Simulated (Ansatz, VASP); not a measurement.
**One calculation of KCl, two programs**

```
CELL_PARAMETERS angstrom
3.62185 0.00000 0.00000
0.00000 3.62185 0.00000
0.00000 0.00000 3.62185
ATOMIC_POSITIONS crystal
K 0.00000 0.00000 0.00000
Cl 0.50000 0.50000 0.50000
```

Change from the starting cell: volume scaled by 0.99, PAW files.

Alike in both runs: task electric field gradients; functional PBEsol; k mesh 7 × 7 × 7; occupations fermi-dirac, width 0.02 eV; no spin polarisation.

```csv
,VASP,Ansatz
version,VASP 6.6.1,Ansatz 0.2.0
potentials or method,"VASP PAW PBE potentials, release 64 (K_sv, Cl)","PAW with Ansatz's default frozen-core files, scalar-relativistic"
plane-wave cutoff (eV),400,420
valence electrons in the cell,16,16
```

Ansatz gave:

| Property | Result |
| --- | --- |
| gap on the k mesh at the Fermi level (eV) | 5.46 |
| pressure (GPa) | 2.6 |

Q: Which values does VASP return?

A: gap on the k mesh at the Fermi level (eV): 5.45; pressure (GPa): 2.7.

VASP's potentials were made for PBE, not for PBEsol.
